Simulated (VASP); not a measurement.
Crystal: ZrB2.

```xyz
3
Lattice="3.2322 0.0000 0.0000 -1.6161 2.7991 0.0000 0.0000 0.0000 3.6023" Properties=species:S:1:pos:R:3 pbc="T T T"
Zr    0.0000    0.0000    0.0000
B     1.6161    0.9330    1.8011
B     0.0000    1.8661    1.8011
```

Base run:

| Item | Value |
| --- | --- |
| Program | VASP 6.6.1 |
| Functional | r2SCAN |
| Dispersion | rVV10 |
| Potentials or basis | VASP PAW PBE potentials, release 64 (Zr_sv, B) |
| Cutoff | 520 eV |
| k mesh | 10 × 10 × 8 |
| Occupations | fermi-dirac, width 0.05 eV |
| Spin | no spin polarisation |

Its results: band gap on the k mesh zero (bands 9 and 10 overlap by 0.81 eV); pressure -12.7 GPa.

The run is repeated on the same cell with these changes: dispersion from rVV10 to none; further incar settings from ALGO = Normal; EDIFF = 1e-06; NBANDS = 16 to ALGO = Normal; EDIFF = 1e-07; NBANDS = 16. What comes out?

Band gap on the k mesh zero (bands 9 and 10 overlap by 0.80 eV); pressure -12.0 GPa.

Caveats: the cell stands under tension; the PAW data sets were made with another functional, which shifts forces and pressure a little.
